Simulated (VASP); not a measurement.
# Ir (Fm-3m) in VASP: a series of runs, part 2 of 2

VASP 6.6.1. Earlier steps stand in the parts before.

**3. Single point, LDA (13.84 Å³/atom)**

This run uses another cell than the first one, of 13.84 Å³/atom.

The input, INCAR:

```
SYSTEM = Ir
PREC     = Accurate       ! precision mode
ENCUT    = 500            ! plane-wave cutoff, eV
EDIFF    = 1E-6           ! SCF threshold, eV
ISMEAR   = 0              ! smearing method
SIGMA    = 0.05           ! smearing width, eV
LREAL    = .FALSE.        ! projectors in reciprocal space
LASPH    = .TRUE.         ! aspherical terms in the spheres
NELM     = 120            ! most SCF steps
ALGO     = Normal         ! electronic algorithm
ISIF     = 2              ! what is computed and relaxed
LWAVE    = .FALSE.        ! write WAVECAR
LCHARG   = .FALSE.        ! write CHGCAR
NBANDS   = 10             ! bands
GGA_COMPAT= .FALSE.
```

The input, KPOINTS:

```
Automatic mesh
0
G
  18 18 18
  0 0 0
```

The input, POSCAR:

```
Ir
1.0
    0.0000000000      1.9055027373      1.9055027373
    1.9055027373      0.0000000000      1.9055027373
    1.9055027373      1.9055027373      0.0000000000
Ir
1
Direct
    0.0000000000      0.0000000000      0.0000000000
```

Potentials or basis: VASP PAW LDA potentials, release 64 (Ir).

Command:

```bash
> cat potpaw_LDA.64/Ir/POTCAR > POTCAR
> mpirun -np 1 vasp_std > vasp.out
```

OUTCAR:

```text
SYSTEM = Ir
   PREC = Accurate
   ENCUT = 500
   EDIFF = 1E-6
   ISMEAR = 0
   LREAL = .FALSE.
   LASPH = .TRUE.
   NELM = 120
   ISIF = 2

 ion  position               nearest neighbor table
   1  0.000  0.000  0.000-

  LATTYP: Found a face centered cubic cell.
 ALAT       =     3.8110054746

  Lattice vectors:

 A1 = (   0.0000000000,   1.9055027373,   1.9055027373)
 A2 = (   1.9055027373,   0.0000000000,   1.9055027373)
 A3 = (   1.9055027373,   1.9055027373,   0.0000000000)

Analysis of symmetry for initial positions (statically):
=====================================================================
 Subroutine PRICEL returns:
 Original cell was already a primitive cell.

 Routine SETGRP: Setting up the symmetry group for a
 face centered cubic supercell.

 Subroutine GETGRP returns: Found 48 space group operations
 (whereof 48 operations were pure point group operations)
 out of a pool of 48 trial point group operations.

The static configuration has the point symmetry O_h .

Analysis of symmetry for dynamics (positions and initial velocities):
=====================================================================
 Subroutine PRICEL returns:
 Original cell was already a primitive cell.

 Routine SETGRP: Setting up the symmetry group for a
 face centered cubic supercell.

 Subroutine GETGRP returns: Found 48 space group operations
 (whereof 48 operations were pure point group operations)
 out of a pool of 48 trial point group operations.

The dynamic configuration has the point symmetry O_h .

 Subroutine INISYM returns: Found 48 space group operations
 (whereof 48 operations are pure point group operations),
 and found     1 'primitive' translations

----------------------------------------------------------------------------------------

[... 112 lines left out ...]
  Fermi-wavevector in a.u.,A,eV,Ry     =   1.418413  2.680412 27.373506  2.011896
  Thomas-Fermi vector in A             =   2.539541
   LORBIT       =      0    0 simple, 1 ext, 2 COOP (PROOUT), +10 PAW based schemes
   GGA     = CA    functional components
   LHFCALC =     F    Hartree Fock is set to
   AEXX    =    0.0000 exact exchange contribution
   IVDW    =     0    specifies the selected vdW correction
   LEPSILON=     F    determine dielectric tensor
   LRPA    =     F    only Hartree local field effects (RPA)
 non-spin polarized calculation
 Gauss-broadening in eV      SIGMA  =   0.05
  energy-cutoff  :      500.00
  volume of cell :       13.84
 maximum number of plane-waves:       361
   NGX =  9   NGY =  9   NGZ =  9

 number of electron       9.0000001 magnetization

 Free energy of the ion-electron system (eV)
  ---------------------------------------------------
  ext. energy  EPLUGINS =         0.00000000
  ---------------------------------------------------
  free energy    TOTEN  =       -10.32654570 eV

  energy without entropy =      -10.32519083  energy(sigma->0) =      -10.32586826

 E-fermi :  10.7398     XC(G=0): -14.2676

 val. band max:       10.7315279293   @ k =   0.5000   0.2222   0.1111
 cond. band min:      10.7526202129   @ k =   0.3333   0.1111   0.0556
 fundamental gap:      0.0210922836
 Fermi energy:        10.7398071241

 k-point     1 :       0.0000    0.0000    0.0000
  band No.  band energies     occupation
      1      -0.6405      2.00000
      2       6.6530      2.00000
      3       6.6530      2.00000
      4       6.6530      2.00000
      5       9.4770      2.00000
      6       9.4770      2.00000
      7      25.0010      0.00000
      8      30.6735      0.00000
      9      30.6735      0.00000
     10      30.6735      0.00000
[... 287 lines left out ...]
 k-point    24 :      -0.2222    0.0556    0.0000
  band No.  band energies     occupation
      1       1.6107      2.00000
      2       5.9834      2.00000
      3       7.1340      2.00000
      4       7.2264      2.00000
      5       9.1621      2.00000
      6      10.0601      2.00000
      7      24.9772      0.00000
      8      27.8228      0.00000
      9      33.0039      0.00000
     10      34.2362      0.00000

 [... further k-points ...]

------------------------ aborting loop because EDIFF is reached ----------------------------------------

  FORCE on cell =-STRESS in cart. coord.  units (eV):
  Direction    XX          YY          ZZ          XY          YZ          ZX
  --------------------------------------------------------------------------------------
  -------------------------------------------------------------------------------------
  Total        0.2175024      0.2175024      0.2175024      0.0000000     -0.0000000      0.0000000
  in kB       25.1834867     25.1834867     25.1834867      0.0000000     -0.0000000      0.0000000
  external PRESSURE =      25.1834867 kB  Pullay stress =       0.0000000 kB

 VOLUME and BASIS-vectors are now :
 -----------------------------------------------------------------------------
  energy-cutoff  :      500.00
  volume of cell :       13.84
      direct lattice vectors                 reciprocal lattice vectors
     0.000000000  1.905502737  1.905502737    -0.262397944  0.262397944  0.262397944
     1.905502737  0.000000000  1.905502737     0.262397944 -0.262397944  0.262397944
     1.905502737  1.905502737  0.000000000     0.262397944  0.262397944 -0.262397944

 POSITION                                       TOTAL-FORCE (eV/Angst)
 -----------------------------------------------------------------------------------
      0.00000      0.00000      0.00000         0.000000      0.000000     -0.000000
 -----------------------------------------------------------------------------------
    total drift:                                0.000000     -0.000000     -0.000000

  FREE ENERGIE OF THE ION-ELECTRON SYSTEM (eV)
  ---------------------------------------------------
  free  energy   TOTEN  =       -10.3265457017 eV

  energy  without entropy=      -10.3251908277  energy(sigma->0) =      -10.32586826
```

OSZICAR:

```text
N       E                     dE             d eps       ncg     rms          rms(c)
DAV:   1     0.464807564268E+02    0.46481E+02   -0.42674E+03  3932   0.801E+02
DAV:   2    -0.100374196811E+02   -0.56518E+02   -0.53446E+02  4006   0.196E+02
DAV:   3    -0.109254147369E+02   -0.88800E+00   -0.88595E+00  4574   0.302E+01
DAV:   4    -0.109338634719E+02   -0.84487E-02   -0.84472E-02  4444   0.271E+00
DAV:   5    -0.109340321544E+02   -0.16868E-03   -0.16868E-03  4504   0.368E-01    0.167E+01
DAV:   6    -0.104269386043E+02    0.50709E+00   -0.87833E-01  4406   0.115E+01    0.667E+00
DAV:   7    -0.103340543887E+02    0.92884E-01   -0.25116E-01  4810   0.560E+00    0.150E+00
DAV:   8    -0.103294110865E+02    0.46433E-02   -0.19488E-03  4204   0.489E-01    0.878E-01
DAV:   9    -0.103265513633E+02    0.28597E-02   -0.15815E-03  4362   0.597E-01    0.411E-02
DAV:  10    -0.103265450864E+02    0.62768E-05   -0.91474E-06  5508   0.285E-02    0.930E-03
DAV:  11    -0.103265457017E+02   -0.61524E-06   -0.83567E-07  3408   0.637E-03
   1 F= -.10326546E+02 E0= -.10325868E+02  d E =-.135487E-02
```

stdout:

```text
POSCAR found type information on POSCAR Ir
 POSCAR found :  1 types and       1 ions
 scaLAPACK will be used
 LDA part: xc-table for (Slater(with rela. corr.)+CA(PZ))
 , standard interpolation
 POSCAR, INCAR and KPOINTS ok, starting setup
 FFT: planning ... GRIDC
 FFT: planning ... GRID_SOFT
 FFT: planning ... GRID
 WAVECAR not read
 entering main loop
```

Wall time 7.7 s (1 thread of Intel Xeon 6975P-C (Granite Rapids), shared host); peak memory 0.14 GiB.

Results:

```yaml
Free_energy: -10.3265 eV
Pressure: 2.5 GPa
Band_gap_on_the_k_mesh: zero (an odd number of electrons rules out a gap without spin polarisation)
```

Caveat: spin-orbit coupling is left out, which moves the levels of the heavy elements.
